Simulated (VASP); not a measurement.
# SnO2 (R-3m) in VASP: single point with r2SCAN

Aim: the single point of SnO2 with r2SCAN.

All numbers are computed with VASP 6.6.1; they aren't measurements. Logs are shortened: lines on timing, memory, paths and dates and some standing lists are left out, and cuts for length are marked.

**1. The cell of the first run**

The structure is trigonal, space group R-3m (No. 166). The conventional cell has a = 3.583 Å, b = 3.583 Å, c = 8.297 Å, α = 90.00°, β = 90.00°, γ = 120.00°. Sn (site symmetry -3m) has 8 O at 2.09 to 2.18 Å within 2.8 Å. O (site symmetry 3m) has 4 Sn at 2.09 to 2.18 Å and 6 O at 2.47 to 2.51 Å within 2.8 Å.

**2. Single point, r2SCAN (strain along [111] -5.5%)**

Input file POSCAR:

```
SnO2
1.0
   -0.0922181978      2.4412487738      2.4412487738
    2.4412487738     -0.0922181978      2.4412487738
    2.4412487738      2.4412487738     -0.0922181978
Sn O
1 2
Direct
    0.0000000000      0.0000000000      0.0000000000
    0.2523282179      0.2523282179      0.2523282179
    0.7476717821      0.7476717821      0.7476717821
```

Input file INCAR.step1:

```
SYSTEM = SnO2
PREC     = Accurate       ! precision mode
ENCUT    = 910            ! plane-wave cutoff, eV
ISMEAR   = 0              ! smearing method
SIGMA    = 0.01           ! smearing width, eV
LREAL    = .False.        ! projectors in reciprocal space
LASPH    = .True.         ! aspherical terms in the spheres
NELM     = 120            ! most SCF steps
NBANDS   = 20             ! bands
GGA      = PE             ! functional
ALGO     = Normal         ! electronic algorithm
EDIFF    = 1E-5           ! SCF threshold, eV
LWAVE    = .True.         ! write WAVECAR
LCHARG   = .False.        ! write CHGCAR
GGA_COMPAT= .False.
```

Input file INCAR.step2:

```
SYSTEM = SnO2
PREC     = Accurate       ! precision mode
ENCUT    = 910            ! plane-wave cutoff, eV
EDIFF    = 1E-6           ! SCF threshold, eV
ISMEAR   = 0              ! smearing method
SIGMA    = 0.01           ! smearing width, eV
LREAL    = .False.        ! projectors in reciprocal space
LASPH    = .True.         ! aspherical terms in the spheres
NELM     = 120            ! most SCF steps
ALGO     = Normal         ! electronic algorithm
ISIF     = 2              ! what is computed and relaxed
LWAVE    = .False.        ! write WAVECAR
LCHARG   = .False.        ! write CHGCAR
METAGGA  = R2SCAN         ! meta-GGA
LMIXTAU  = .True.       
NBANDS   = 20             ! bands
ISTART   = 1            
GGA_COMPAT= .False.
```

Input file KPOINTS:

```
Automatic mesh
0
Gamma
  8 8 8
  0 0 0
```

Potentials or basis: VASP PAW PBE potentials, release 64 (Sn_d, O_h).

Started as:

```bash
cat potpaw_PBE.64/Sn_d/POTCAR potpaw_PBE.64/O_h/POTCAR > POTCAR
cp INCAR.step1 INCAR
mpirun -np 1 vasp_std > vasp.out
cp INCAR.step2 INCAR
mpirun -np 1 vasp_std > vasp.out
```

OUTCAR:

```text
SYSTEM = SnO2
   PREC = Accurate
   ENCUT = 910
   EDIFF = 1E-6
   ISMEAR = 0
   LREAL = .False.
   LASPH = .True.
   NELM = 120
   ISIF = 2
   METAGGA = R2SCAN
   ISTART = 1

 ion  position               nearest neighbor table
   1  0.000  0.000  0.000-   2 2.09   3 2.09   3 2.18   3 2.18   3 2.18   2 2.18   2 2.18   2 2.18

   2  0.252  0.252  0.252-   1 2.09   1 2.18   1 2.18   1 2.18
   3  0.748  0.748  0.748-   1 2.09   1 2.18   1 2.18   1 2.18

  LATTYP: Found a trigonal (rhomboedric) cell.
 ALAT       =     3.4536785240
 COS(alpha) =     0.4618954384

  Lattice vectors:

 A1 = (  -0.0922181978,   2.4412487738,   2.4412487738)
 A2 = (   2.4412487738,  -0.0922181978,   2.4412487738)
 A3 = (   2.4412487738,   2.4412487738,  -0.0922181978)

Analysis of symmetry for initial positions (statically):
=====================================================================
 Subroutine PRICEL returns:
 Original cell was already a primitive cell.

 Routine SETGRP: Setting up the symmetry group for a
 trigonal (rhombohedral) supercell.

 Subroutine GETGRP returns: Found 12 space group operations
 (whereof 12 operations were pure point group operations)
 out of a pool of 12 trial point group operations.

The static configuration has the point symmetry D_3d.

Analysis of symmetry for dynamics (positions and initial velocities):
=====================================================================
 Subroutine PRICEL returns:
 Original cell was already a primitive cell.

 Routine SETGRP: Setting up the symmetry group for a
 trigonal (rhombohedral) supercell.

 Subroutine GETGRP returns: Found 12 space group operations
 (whereof 12 operations were pure point group operations)
 out of a pool of 12 trial point group operations.

The dynamic configuration has the point symmetry D_3d.

 Subroutine INISYM returns: Found 12 space group operations
 (whereof 12 operations are pure point group operations),
 and found     1 'primitive' translations

----------------------------------------------------------------------------------------

                                     Primitive cell

  volume of cell :      30.7462

  direct lattice vectors                    reciprocal lattice vectors
    -0.092218198  2.441248774  2.441248774    -0.193558649  0.201157371  0.201157371
     2.441248774 -0.092218198  2.441248774     0.201157371 -0.193558649  0.201157371
     2.441248774  2.441248774 -0.092218198     0.201157371  0.201157371 -0.193558649

  length of vectors
     3.453678524  3.453678524  3.453678524     0.344083604  0.344083604  0.344083604

  position of ions in fractional coordinates (direct lattice)
     0.000000000  0.000000000  0.000000000
     0.252328218  0.252328218  0.252328218
     0.747671782  0.747671782  0.747671782

  ion indices of the primitive-cell ions
   primitive index   ion index
                 1           1
                 2           2
                 3           3

----------------------------------------------------------------------------------------

 KPOINTS: Automatic mesh

Automatic generation of k-mesh.
 Grid dimensions read from file:
 generate k-points for:    8    8    8

 Generating k-lattice:

  Cartesian coordinates                     Fractional coordinates (reciprocal lattice)
    -0.024194831  0.025144671  0.025144671     0.125000000  0.000000000 -0.000000000
     0.025144671 -0.024194831  0.025144671     0.000000000  0.125000000 -0.000000000
     0.025144671  0.025144671 -0.024194831     0.000000000  0.000000000  0.125000000

  Length of vectors
     0.043010450  0.043010450  0.043010450

  Shift w.r.t. Gamma in fractional coordinates (k-lattice)
     0.000000000  0.000000000  0.000000000

 Subroutine IBZKPT returns following result:
 ===========================================

 Found     65 irreducible k-points:

 Following reciprocal coordinates:
            Coordinates               Weight
  0.000000  0.000000  0.000000      1.000000
  0.125000  0.000000  0.000000      6.000000
  0.250000  0.000000  0.000000      6.000000
  0.375000  0.000000  0.000000      6.000000
  0.500000  0.000000  0.000000      3.000000
  0.125000  0.125000  0.000000      6.000000
[... 16 lines left out ...]
  0.250000  0.125000  0.125000      6.000000
  0.375000  0.125000  0.125000      6.000000
 [... further k-points ...]
   k-points           NKPTS =     65   k-points in BZ     NKDIM =     65   number of bands    NBANDS=     20
   number of dos      NEDOS =    301   number of ions     NIONS =      3
   total plane-waves  NPLWV =  46656
   dimension x,y,z NGX =    36 NGY =   36 NGZ =   36
   dimension x,y,z NGXF=    72 NGYF=   72 NGZF=   72
   ions per type =               1   2
   NGX,Y,Z   is equivalent  to a cutoff of  17.33, 17.33, 17.33 a.u.
   NGXF,Y,Z  is equivalent  to a cutoff of  34.66, 34.66, 34.66 a.u.
 SYSTEM =  SnO2
   PREC   = accura    normal or accurate (medium, high low for compatibility)
   ISTART =      1    job   : 0-new  1-cont  2-samecut
   ICHARG =      0    charge: 1-file 2-atom 10-const
   ISPIN  =      1    spin polarized calculation?
   LNONCOLLINEAR =      F non collinear calculations
   LSORBIT =      F    spin-orbit coupling
   LASPH  =      T    aspherical Exc in radial PAW
   ENCUT  =  910.0 eV  66.88 Ry    8.18 a.u.   8.49  8.49  8.49*2*pi/ulx,y,z
   NELM   =    120;   NELMIN=  2; NELMDL=  0     # of ELM steps
   EDIFF  = 0.1E-05   stopping-criterion for ELM
   LREAL  =      F    real-space projection
   EDIFFG = 0.1E-04   stopping-criterion for IOM
   NSW    =      0    number of steps for IOM
   IBRION =     -1    ionic relax: 0-MD 1-quasi-New 2-CG
   NFREE  =      0    steps in history (QN), initial steepest desc. (CG)
   ISIF   =      2    stress and relaxation
   ISYM   =      2    0-nonsym 1-usesym 2-fastsym
   POTIM  = 0.5000    time-step for ionic-motion
   TEBEG  =    0.0;   TEEND  =   0.0 temperature during run
   PSTRESS=    0.0 pullay stress
   NELECT =      26.0000    total number of electrons
   NUPDOWN=      -1.0000    fix difference up-down
   EMIN   =  10.00;   EMAX   =-10.00  energy-range for DOS
   EFERMI =   0.00;   METHOD = LEGACY
   ISMEAR =     0;   SIGMA  =   0.01  broadening in eV -4-tet -1-fermi 0-gaus
   EFERMI_NEDOS =   21; number of points for ismear=-14 and -15
   IALGO  =     38    algorithm
   IMIX   =      4    mixing-type and parameters
     AMIX     =   0.40;   BMIX     =  1.00
     AMIX_MAG =   1.60;   BMIX_MAG =  1.00
  volume/ion in A,a.u.               =      10.25        69.16
  Fermi-wavevector in a.u.,A,eV,Ry     =   1.548111  2.925506 32.608382  2.396648
  Thomas-Fermi vector in A             =   2.653108
   LORBIT       =      0    0 simple, 1 ext, 2 COOP (PROOUT), +10 PAW based schemes
   METAGGA = R2SCAN    functional components
   LHFCALC =     F    Hartree Fock is set to
   AEXX    =    0.0000 exact exchange contribution
   IVDW    =     0    specifies the selected vdW correction
   LEPSILON=     F    determine dielectric tensor
   LRPA    =     F    only Hartree local field effects (RPA)
 non-spin polarized calculation
 Gauss-broadening in eV      SIGMA  =   0.01
  energy-cutoff  :      910.00
  volume of cell :       30.75
 maximum number of plane-waves:      1931
 NGX is ok and might be reduce to    36
   NGX = 17   NGY = 17   NGZ = 17

 number of electron      26.0000000 magnetization

 Free energy of the ion-electron system (eV)
  ---------------------------------------------------
  ext. energy  EPLUGINS =         0.00000000
  ---------------------------------------------------
  free energy    TOTEN  =       -41.39365060 eV

  energy without entropy =      -41.39365060  energy(sigma->0) =      -41.39365060

 E-fermi :   9.1127     XC(G=0): -13.1119

 val. band max:        9.0273833009   @ k =  -0.2500   0.5000   0.2500
 cond. band min:      10.5423944518   @ k =   0.0000   0.0000   0.0000
 fundamental gap:      1.5150111509
 Fermi energy:         9.1126702093

 k-point     1 :       0.0000    0.0000    0.0000
  band No.  band energies     occupation
      1     -12.3253      2.00000
      2     -12.0911      2.00000
      3     -12.0911      2.00000
      4     -11.9650      2.00000
      5     -11.8475      2.00000
      6     -11.8475      2.00000
[... 12 lines left out ...]
     19      25.6529      0.00000
     20      25.6529      0.00000

 k-point     2 :       0.1250    0.0000    0.0000
  band No.  band energies     occupation
      1     -12.3290      2.00000
      2     -12.1145      2.00000
      3     -12.0769      2.00000
      4     -11.8525      2.00000
      5     -11.8497      2.00000
      6     -11.8394      2.00000
[... 12 lines left out ...]
     19      25.6747      0.00000
     20      25.8167      0.00000

 k-point     3 :       0.2500    0.0000    0.0000
  band No.  band energies     occupation
      1     -12.5654      2.00000
      2     -12.0554      2.00000
      3     -12.0475      2.00000
      4     -11.8500      2.00000
      5     -11.8387      2.00000
      6     -11.3319      2.00000
[... 12 lines left out ...]
     19      26.1460      0.00000
     20      26.6088      0.00000

 k-point     4 :       0.3750    0.0000    0.0000
  band No.  band energies     occupation
      1     -12.8045      2.00000
      2     -12.0275      2.00000
      3     -12.0250      2.00000
      4     -11.8402      2.00000
      5     -11.8166      2.00000
      6     -10.5134      2.00000
[... 12 lines left out ...]
     19      26.4531      0.00000
     20      26.5754      0.00000

 k-point     5 :       0.5000    0.0000    0.0000
  band No.  band energies     occupation
      1     -12.8975      2.00000
      2     -12.0225      2.00000
      3     -12.0184      2.00000
      4     -11.8327      2.00000
      5     -11.8034      2.00000
      6      -9.9082      2.00000
[... 12 lines left out ...]
     19      26.1797      0.00000
     20      26.4959      0.00000
[... 353 lines left out ...]
      6     -10.2888      2.00000
[... 12 lines left out ...]
     19      27.3915      0.00000
     20      28.4400      0.00000

 k-point    22 :       0.1250    0.1250    0.1250
  band No.  band energies     occupation
      1     -12.2327      2.00000
      2     -12.0708      2.00000
      3     -12.0708      2.00000
      4     -12.0107      2.00000
      5     -11.8492      2.00000
      6     -11.8492      2.00000
[... 12 lines left out ...]
     19      25.6388      0.00000
     20      25.6388      0.00000

 k-point    23 :       0.2500    0.1250    0.1250
  band No.  band energies     occupation
      1     -12.3815      2.00000
      2     -12.1196      2.00000
      3     -12.0525      2.00000
      4     -11.8624      2.00000
      5     -11.8444      2.00000
      6     -11.6339      2.00000
[... 12 lines left out ...]
     19      25.5257      0.00000
     20      27.0282      0.00000

 k-point    24 :       0.3750    0.1250    0.1250
  band No.  band energies     occupation
      1     -12.6185      2.00000
      2     -12.1550      2.00000
      3     -12.0192      2.00000
      4     -11.8663      2.00000
      5     -11.8357      2.00000
      6     -10.9128      2.00000
[... 12 lines left out ...]
     19      25.4222      0.00000
     20      28.9767      0.00000

 [... further k-points ...]

------------------------ aborting loop because EDIFF is reached ----------------------------------------

  FORCE on cell =-STRESS in cart. coord.  units (eV):
  Direction    XX          YY          ZZ          XY          YZ          ZX
  --------------------------------------------------------------------------------------
  -------------------------------------------------------------------------------------
  Total        3.1314509      3.1314509      3.1314509      0.2920312      0.2920312      0.2920312
  in kB      163.1792229    163.1792229    163.1792229     15.2176839     15.2176839     15.2176839
  external PRESSURE =     163.1792229 kB  Pullay stress =       0.0000000 kB

 VOLUME and BASIS-vectors are now :
 -----------------------------------------------------------------------------
  energy-cutoff  :      910.00
  volume of cell :       30.75
      direct lattice vectors                 reciprocal lattice vectors
    -0.092218198  2.441248774  2.441248774    -0.193558649  0.201157371  0.201157371
     2.441248774 -0.092218198  2.441248774     0.201157371 -0.193558649  0.201157371
     2.441248774  2.441248774 -0.092218198     0.201157371  0.201157371 -0.193558649

 POSITION                                       TOTAL-FORCE (eV/Angst)
 -----------------------------------------------------------------------------------
      0.00000      0.00000      0.00000         0.000000      0.000000      0.000000
      1.20872      1.20872      1.20872         0.012588      0.012588      0.012588
      3.58156      3.58156      3.58156        -0.012588     -0.012588     -0.012588
 -----------------------------------------------------------------------------------
    total drift:                                0.000000      0.000000     -0.000000

  FREE ENERGIE OF THE ION-ELECTRON SYSTEM (eV)
  ---------------------------------------------------
  free  energy   TOTEN  =       -41.3936506005 eV

  energy  without entropy=      -41.3936506005  energy(sigma->0) =      -41.39365060
```

Run time: 3.5 min. Hardware: 1 thread of Intel Xeon Platinum 8488C (Sapphire Rapids), shared host; peak memory 0.26 GiB.

What came out:

- Free energy: -41.3937 eV
- Pressure: 16.3 GPa
- Largest force: 0.022 eV/Å
- Band gap on the k mesh: 1.51 eV (least direct gap 2.95 eV)

Forces in eV/Å, atoms in the order of the input:
```
Sn   0.000  0.000  0.000
O    0.013  0.013  0.013
O   -0.013 -0.013 -0.013
```

Caveat: the cell differs from its parent crystal (strain along [111] -5.5%); the cutoff is under 1.25 times the usual one of these potentials, so pressure, stress and relaxed cells hold a basis-set (Pulay) error; the cell stands under pressure; the PAW data sets were made with another functional, which shifts forces and pressure a little; spin-orbit coupling is left out, which moves the levels of the heavy elements. A k mesh can miss the band edges.
